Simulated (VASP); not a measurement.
# AgCl (P4/mmm) in VASP: a series of runs

AgCl is run at these levels: PBE; tasks: single point.

Everything below comes from runs of VASP 6.6.1. Logs are shortened: lines on timing, memory, paths and dates and some standing lists are left out, and cuts for length are marked.

## (1) The cell of the first run

Symmetry: P4/mmm, No. 123, tetragonal system. The conventional cell has a = 3.396 Å, b = 3.396 Å, c = 3.197 Å, α = 90.00°, β = 90.00°, γ = 90.00°. Ag (site symmetry 4/mmm) has 8 Cl at 2.88 Å and 6 Ag at 3.20 to 3.40 Å within 3.8 Å. Cl (site symmetry 4/mmm) has 8 Ag at 2.88 Å and 6 Cl at 3.20 to 3.40 Å within 3.8 Å.

## (2) Single point, PBE (uniaxial z strain -5.9%)

Input file INCAR:

```
SYSTEM = AgCl
PREC = Accurate
ENCUT = 520
EDIFF = 1E-7
ISMEAR = -1
SIGMA = 0.02
LREAL = .False.
LASPH = .True.
NELM = 100
ALGO = Normal
ISIF = 2
LWAVE = .False.
LCHARG = .False.
GGA = PE
NBANDS = 16
```

Input file KPOINTS:

```
regular mesh
0
Gamma
  8 8 8
  0 0 0
```

Input file POSCAR:

```
AgCl
1.0
    3.3955880419      0.0000000000      0.0000000000
    0.0000000000      3.3955880419      0.0000000000
    0.0000000000      0.0000000000      3.1966065826
Ag Cl
1 1
Direct
    0.0000000000      0.0000000000      0.0000000000
    0.5000000000      0.5000000000      0.5000000000
```

Potentials or basis: VASP PAW PBE potentials, release 64 (Ag, Cl).

The run is started by

```sh
> cat potpaw_PBE.64/Ag/POTCAR potpaw_PBE.64/Cl/POTCAR > POTCAR
> mpirun -np 1 vasp_std > vasp.out
```

OUTCAR:

```text
SYSTEM = AgCl
   PREC = Accurate
   ENCUT = 520
   EDIFF = 1E-7
   ISMEAR = -1
   LREAL = .False.
   LASPH = .True.
   NELM = 100
   ISIF = 2
   GGA = PE

 ion  position               nearest neighbor table
   1  0.000  0.000  0.000-   2 2.88   2 2.88   2 2.88   2 2.88   2 2.88   2 2.88   2 2.88   2 2.88

   2  0.500  0.500  0.500-   1 2.88   1 2.88   1 2.88   1 2.88   1 2.88   1 2.88   1 2.88   1 2.88

  LATTYP: Found a simple tetragonal cell.
 ALAT       =     3.3955880419
 C/A-ratio  =     0.9414000000

  Lattice vectors:

 A1 = (   3.3955880419,   0.0000000000,   0.0000000000)
 A2 = (   0.0000000000,   3.3955880419,   0.0000000000)
 A3 = (   0.0000000000,   0.0000000000,   3.1966065826)

Analysis of symmetry for initial positions (statically):
=====================================================================
 Subroutine PRICEL returns:
 Original cell was already a primitive cell.

 Routine SETGRP: Setting up the symmetry group for a
 simple tetragonal supercell.

 Subroutine GETGRP returns: Found 16 space group operations
 (whereof 16 operations were pure point group operations)
 out of a pool of 16 trial point group operations.

The static configuration has the point symmetry D_4h.

Analysis of symmetry for dynamics (positions and initial velocities):
=====================================================================
 Subroutine PRICEL returns:
 Original cell was already a primitive cell.

 Routine SETGRP: Setting up the symmetry group for a
 simple tetragonal supercell.

 Subroutine GETGRP returns: Found 16 space group operations
 (whereof 16 operations were pure point group operations)
 out of a pool of 16 trial point group operations.

The dynamic configuration has the point symmetry D_4h.

 Subroutine INISYM returns: Found 16 space group operations
 (whereof 16 operations are pure point group operations),
 and found     1 'primitive' translations

----------------------------------------------------------------------------------------

                                     Primitive cell

  volume of cell :      36.8569

  direct lattice vectors                    reciprocal lattice vectors
     3.395588042  0.000000000  0.000000000     0.294499800  0.000000000  0.000000000
     0.000000000  3.395588042  0.000000000     0.000000000  0.294499800  0.000000000
     0.000000000  0.000000000  3.196606583     0.000000000  0.000000000  0.312831740

  length of vectors
     3.395588042  3.395588042  3.196606583     0.294499800  0.294499800  0.312831740

  position of ions in fractional coordinates (direct lattice)
     0.000000000  0.000000000  0.000000000
     0.500000000  0.500000000  0.500000000

  ion indices of the primitive-cell ions
   primitive index   ion index
                 1           1
                 2           2

----------------------------------------------------------------------------------------

 KPOINTS: regular mesh

Automatic generation of k-mesh.
 Grid dimensions read from file:
 generate k-points for:    8    8    8

 Generating k-lattice:

  Cartesian coordinates                     Fractional coordinates (reciprocal lattice)
     0.036812475  0.000000000  0.000000000     0.125000000  0.000000000  0.000000000
     0.000000000  0.036812475  0.000000000     0.000000000  0.125000000  0.000000000
     0.000000000  0.000000000  0.039103968     0.000000000  0.000000000  0.125000000

  Length of vectors
     0.036812475  0.036812475  0.039103968

  Shift w.r.t. Gamma in fractional coordinates (k-lattice)
     0.000000000  0.000000000  0.000000000

 Subroutine IBZKPT returns following result:
 ===========================================

 Found     75 irreducible k-points:

 Following reciprocal coordinates:
            Coordinates               Weight
  0.000000  0.000000  0.000000      1.000000
  0.125000  0.000000  0.000000      4.000000
  0.250000  0.000000  0.000000      4.000000
  0.375000  0.000000  0.000000      4.000000
  0.500000  0.000000  0.000000      2.000000
  0.125000  0.125000  0.000000      4.000000
[... 16 lines left out ...]
  0.375000  0.125000  0.125000     16.000000
  0.500000  0.125000  0.125000      8.000000
 [... further k-points ...]
   k-points           NKPTS =     75   k-points in BZ     NKDIM =     75   number of bands    NBANDS=     16
   number of dos      NEDOS =    301   number of ions     NIONS =      2
   total plane-waves  NPLWV =  18816
   dimension x,y,z NGX =    28 NGY =   28 NGZ =   24
   dimension x,y,z NGXF=    56 NGYF=   56 NGZF=   48
   ions per type =               1   1
   NGX,Y,Z   is equivalent  to a cutoff of  13.71, 13.71, 12.48 a.u.
   NGXF,Y,Z  is equivalent  to a cutoff of  27.42, 27.42, 24.96 a.u.
 SYSTEM =  AgCl
   PREC   = accura    normal or accurate (medium, high low for compatibility)
   ISTART =      0    job   : 0-new  1-cont  2-samecut
   ICHARG =      2    charge: 1-file 2-atom 10-const
   ISPIN  =      1    spin polarized calculation?
   LNONCOLLINEAR =      F non collinear calculations
   LSORBIT =      F    spin-orbit coupling
   LASPH  =      T    aspherical Exc in radial PAW
   ENCUT  =  520.0 eV  38.22 Ry    6.18 a.u.   6.31  6.31  5.94*2*pi/ulx,y,z
   NELM   =    100;   NELMIN=  2; NELMDL= -5     # of ELM steps
   EDIFF  = 0.1E-06   stopping-criterion for ELM
   LREAL  =      F    real-space projection
   EDIFFG = 0.1E-05   stopping-criterion for IOM
   NSW    =      0    number of steps for IOM
   IBRION =     -1    ionic relax: 0-MD 1-quasi-New 2-CG
   NFREE  =      0    steps in history (QN), initial steepest desc. (CG)
   ISIF   =      2    stress and relaxation
   ISYM   =      2    0-nonsym 1-usesym 2-fastsym
   POTIM  = 0.5000    time-step for ionic-motion
   TEBEG  =    0.0;   TEEND  =   0.0 temperature during run
   PSTRESS=    0.0 pullay stress
   NELECT =      18.0000    total number of electrons
   NUPDOWN=      -1.0000    fix difference up-down
   EMIN   =  10.00;   EMAX   =-10.00  energy-range for DOS
   EFERMI =   0.00;   METHOD = LEGACY
   ISMEAR =    -1;   SIGMA  =   0.02  broadening in eV -4-tet -1-fermi 0-gaus
   EFERMI_NEDOS =   21; number of points for ismear=-14 and -15
   IALGO  =     38    algorithm
   IMIX   =      4    mixing-type and parameters
     AMIX     =   0.40;   BMIX     =  1.00
     AMIX_MAG =   1.60;   BMIX_MAG =  1.00
  volume/ion in A,a.u.               =      18.43       124.36
  Fermi-wavevector in a.u.,A,eV,Ry     =   1.289217  2.436266 22.613969  1.662080
  Thomas-Fermi vector in A             =   2.421123
   LORBIT       =      0    0 simple, 1 ext, 2 COOP (PROOUT), +10 PAW based schemes
   GGA     = PE    functional components
   LHFCALC =     F    Hartree Fock is set to
   AEXX    =    0.0000 exact exchange contribution
   IVDW    =     0    specifies the selected vdW correction
   LEPSILON=     F    determine dielectric tensor
   LRPA    =     F    only Hartree local field effects (RPA)
 non-spin polarized calculation
  energy-cutoff  :      520.00
  volume of cell :       36.86
 maximum number of plane-waves:      1020
 NGX is ok and might be reduce to    28
   NGX = 13   NGY = 13   NGZ = 11

 number of electron      17.9999998 magnetization

 Free energy of the ion-electron system (eV)
  ---------------------------------------------------
  ext. energy  EPLUGINS =         0.00000000
  ---------------------------------------------------
  free energy    TOTEN  =        -5.05145161 eV

  energy without entropy =       -5.05145159  energy(sigma->0) =       -5.05145160

 E-fermi :   5.4716     XC(G=0): -10.8933

 val. band max:        5.2184889316   @ k =   0.5000   0.0000   0.0000
 cond. band min:       5.7104095608   @ k =   0.0000   0.0000   0.0000
 fundamental gap:      0.4919206291
 Fermi energy:         5.4716123984

 k-point     1 :       0.0000    0.0000    0.0000
  band No.  band energies     occupation
      1     -10.0748      2.00000
      2       1.8787      2.00000
      3       2.0128      2.00000
      4       3.0477      2.00000
      5       3.0935      2.00000
      6       3.0935      2.00000
[... 8 lines left out ...]
     15      20.2701      0.00000
     16      21.2928      0.00000

 k-point     2 :       0.1250    0.0000    0.0000
  band No.  band energies     occupation
      1     -10.0034      2.00000
      2       1.6207      2.00000
      3       1.9466      2.00000
      4       2.4900      2.00000
      5       2.7905      2.00000
      6       2.8421      2.00000
[... 8 lines left out ...]
     15      19.0571      0.00000
     16      21.9297      0.00000

 k-point     3 :       0.2500    0.0000    0.0000
  band No.  band energies     occupation
      1      -9.8211      2.00000
      2       0.5608      2.00000
      3       1.9927      2.00000
      4       2.0388      2.00000
      5       2.4608      2.00000
      6       2.9480      2.00000
[... 8 lines left out ...]
     15      18.8899      0.00000
     16      21.7405      0.00000

 k-point     4 :       0.3750    0.0000    0.0000
  band No.  band energies     occupation
      1      -9.6225      2.00000
      2      -0.3505      2.00000
      3       1.7526      2.00000
      4       2.0495      2.00000
      5       2.2044      2.00000
      6       3.1851      2.00000
[... 8 lines left out ...]
     15      20.7573      0.00000
     16      21.5574      0.00000
[... 324 lines left out ...]
 k-point    22 :       0.2500    0.1250    0.1250
  band No.  band energies     occupation
      1      -9.6804      2.00000
      2       0.7416      2.00000
      3       1.6907      2.00000
      4       2.0606      2.00000
      5       2.3998      2.00000
      6       2.8741      2.00000
[... 8 lines left out ...]
     15      18.6942      0.00000
     16      21.6897      0.00000

 k-point    23 :       0.3750    0.1250    0.1250
  band No.  band energies     occupation
      1      -9.5009      2.00000
      2      -0.0573      2.00000
      3       1.5837      2.00000
      4       2.1663      2.00000
      5       2.2903      2.00000
      6       2.9986      2.00000
[... 8 lines left out ...]
     15      19.8127      0.00000
     16      21.7374      0.00000

 k-point    24 :       0.5000    0.1250    0.1250
  band No.  band energies     occupation
      1      -9.4221      2.00000
      2      -0.3639      2.00000
      3       1.5286      2.00000
      4       2.2179      2.00000
      5       2.2262      2.00000
      6       3.0366      2.00000
[... 8 lines left out ...]
     15      20.1450      0.00000
     16      22.6275      0.00000

 [... further k-points ...]

------------------------ aborting loop because EDIFF is reached ----------------------------------------

  FORCE on cell =-STRESS in cart. coord.  units (eV):
  Direction    XX          YY          ZZ          XY          YZ          ZX
  --------------------------------------------------------------------------------------
  -------------------------------------------------------------------------------------
  Total        0.9584632      0.9584632      1.8232753      0.0000000     -0.0000000      0.0000000
  in kB       41.6645650     41.6645650     79.2580997      0.0000000     -0.0000000      0.0000000
  external PRESSURE =      54.1957432 kB  Pullay stress =       0.0000000 kB

 VOLUME and BASIS-vectors are now :
 -----------------------------------------------------------------------------
  energy-cutoff  :      520.00
  volume of cell :       36.86
      direct lattice vectors                 reciprocal lattice vectors
     3.395588042  0.000000000  0.000000000     0.294499800  0.000000000  0.000000000
     0.000000000  3.395588042  0.000000000     0.000000000  0.294499800  0.000000000
     0.000000000  0.000000000  3.196606583     0.000000000  0.000000000  0.312831740

 POSITION                                       TOTAL-FORCE (eV/Angst)
 -----------------------------------------------------------------------------------
      0.00000      0.00000      0.00000         0.000000      0.000000      0.000000
      1.69779      1.69779      1.59830         0.000000      0.000000      0.000000
 -----------------------------------------------------------------------------------
    total drift:                               -0.000000      0.000000      0.000000

  FREE ENERGIE OF THE ION-ELECTRON SYSTEM (eV)
  ---------------------------------------------------
  free  energy   TOTEN  =        -5.0514516067 eV

  energy  without entropy=       -5.0514515931  energy(sigma->0) =       -5.05145160
```

It took 29 s on 1 thread of Intel Xeon Platinum 8259CL at 2.50GHz (Skylake/Cascade Lake), shared host; peak memory 0.18 GiB.

What came out:

```
Free energy            : -5.0515 eV
Pressure               : 5.4 GPa
Band gap on the k mesh : 0.49 eV, indirect (least direct gap 1.95 eV)
```

Levels at points of the mesh, in eV from the valence-band top:
| k point | band 5 | band 6 | band 7 | band 8 | band 9 | band 10 | band 11 | band 12 | band 13 | band 14 |
| --- | --- | --- | --- | --- | --- | --- | --- | --- | --- | --- |
| (0.00, 0.00, 0.00) | -2.12 | -2.12 | -2.08 | -2.08 | -1.46 | 0.49 | 9.03 | 9.43 | 13.90 | 13.90 |
| (0.50, 0.00, 0.00) | -3.10 | -2.03 | -1.78 | -0.12 | 0.00 | 4.91 | 5.76 | 9.07 | 9.35 | 10.79 |
| (0.50, 0.50, 0.00) | -2.36 | -2.36 | -2.33 | -1.82 | -0.87 | 2.25 | 9.43 | 9.43 | 10.73 | 14.33 |
| (0.00, 0.00, 0.50) | -2.97 | -2.08 | -1.50 | -0.17 | -0.17 | 4.62 | 6.02 | 8.95 | 9.62 | 9.62 |
| (0.50, 0.00, 0.50) | -2.58 | -2.52 | -2.46 | -1.71 | -1.30 | 2.85 | 8.76 | 9.38 | 10.57 | 13.36 |
| (0.50, 0.50, 0.50) | -1.78 | -1.66 | -0.39 | -0.25 | -0.25 | 4.30 | 4.44 | 4.44 | 7.17 | 17.83 |

Caveat: the cell differs from its parent crystal (uniaxial z strain -5.9%).

(Part 1 of 2 ends here.)
